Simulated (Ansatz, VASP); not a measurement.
## Two plane-wave programs on AgPd2

INCAR

```
SYSTEM = AgPd2
PREC = Accurate
ENCUT = 520
EDIFF = 1E-6
ISMEAR = 0
SIGMA = 0.1
LREAL = .False.
LASPH = .True.
NELM = 100
ALGO = Normal
ISIF = 2
LWAVE = .False.
LCHARG = .False.
GGA = PE
NBANDS = 40
```

File KPOINTS:

```
Automatic mesh
0
Gamma
  4 4 4
  0 0 0
```

The input POSCAR:

```
AgPd2
1.0
    4.1465717877      0.0000000000      0.0000000000
    0.0000000000      4.1465717877      0.0000000000
    0.0000000000      0.0000000000      5.9694675189
Ag Pd
2 4
Direct
    0.0000000000      0.0000000000      0.0000000000
    0.5000000000      0.5000000000      0.5000000000
    0.0000000000      0.5000000000      0.2030000000
    0.0000000000      0.5000000000      0.7030000000
    0.5000000000      0.0000000000      0.2970000000
    0.5000000000      0.0000000000      0.7970000000
```

Input for Ansatz:

```yaml
crystal:
  lattice:
    - [4.1465717877, 0.0, 0.0]
    - [0.0, 4.1465717877, 0.0]
    - [0.0, 0.0, 5.9694675189]
  atoms:
    - { symbol: Ag, position: [0.0, 0.0, 0.0] }
    - { symbol: Ag, position: [0.5, 0.5, 0.5] }
    - { symbol: Pd, position: [0.0, 0.5, 0.203] }
    - { symbol: Pd, position: [0.0, 0.5, 0.703] }
    - { symbol: Pd, position: [0.5, 0.0, 0.297] }
    - { symbol: Pd, position: [0.5, 0.0, 0.797] }
basis:
  ecutwfc: 420
kpoints:
  mp_grid: { grid: [4, 4, 4] }
hamiltonian:
  xc: pbe
scf:
  occupations: { method: gaussian, width: 0.1 }
  lower_state_search: "off"
output:
  forces: true
  stress: true
  eigenvalues: true
```

Alike in both runs: task single point; functional PBE; k mesh 4 × 4 × 4; occupations gaussian, width 0.1 eV; no spin polarisation.

```csv
,VASP,Ansatz
version,VASP 6.6.1,Ansatz 0.2.0
potentials or method,"VASP PAW PBE potentials, release 64 (Ag, Pd), cutoff 520 eV","scalar-relativistic, plane waves, PAW"
valence electrons in the cell,62,110
```

```tsv
	VASP	Ansatz	Ansatz less VASP
gap on the k mesh at the Fermi level (eV)	none	none	-
pressure (GPa)	21.0	21.6	+0.51
traceless stress, the component that is largest in VASP (GPa)	-4.24	-4.32	-0.082
rms of the force components (eV/Å)	0.939	0.953	+0.0140
```

Atom by atom the forces differ by 0.014 eV/Å (rms over components). A gap of «none» marks a metal or a gap that the smearing closes. VASP's potentials hold 62 valence electrons a cell and Ansatz's 110, so a difference there can come from the potentials and not from the codes.

The k mesh is coarse, so the values compare programs but aren't converged.
